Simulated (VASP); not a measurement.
AlN:

```
CELL_PARAMETERS angstrom
3.02680 0.00000 0.00000
-1.51340 2.62129 0.00000
0.00000 0.00000 4.35040
ATOMIC_POSITIONS crystal
Al 0.33333 0.66667 0.00152
Al 0.66667 0.33333 0.50152
N 0.33333 0.66667 0.38348
N 0.66667 0.33333 0.88348
```

```yaml
Program: VASP 6.6.1
Task: relaxation of the atoms
Functional: LDA
Potentials_or_basis: VASP PAW LDA potentials, release 64 (Al, N)
Cutoff: 520 eV
k_mesh: 9 × 9 × 6
Occupations: gaussian, width 0.05 eV
Spin: no spin polarisation
```

At the start: pressure 53.5 GPa; volume 8.63 Å³/atom.

Question: Where does the relaxation end?

Answer: Over 19 steps the energy falls by 128.9 meV/atom; space group P6_3mc (No. 186, to 0.05 Å).

The path:
```csv
step,energy change (eV),largest force (eV/Å),pressure (GPa)
1,0.0000,3.7984,53.49
2,-0.2761,0.7004,41.71
3,-0.5156,0.0256,43.76
4,-0.5156,0.0150,43.84
5,-0.5156,0.0141,43.84
6,-0.5156,0.0138,43.84
7,-0.5156,0.0139,43.84
8,-0.5156,0.0139,43.84
9,-0.5156,0.0139,43.84
10,-0.5156,0.0139,43.84
11,-0.5156,0.0139,43.84
12,-0.5156,0.0139,43.84
13,-0.5156,0.0138,43.84
14,-0.5156,0.0137,43.84
15,-0.5156,0.0135,43.84
16,-0.5156,0.0132,43.84
17,-0.5156,0.0125,43.84
18,-0.5156,0.0111,43.83
19,-0.5156,0.0083,43.83
```

Final structure:
```
CELL_PARAMETERS angstrom
3.02680 0.00000 0.00000
-1.51340 2.62129 0.00000
0.00000 0.00000 4.35040
ATOMIC_POSITIONS crystal
Al 0.33333 0.66667 0.98262
Al 0.66667 0.33333 0.48262
N 0.33333 0.66667 0.40238
N 0.66667 0.33333 0.90238
```
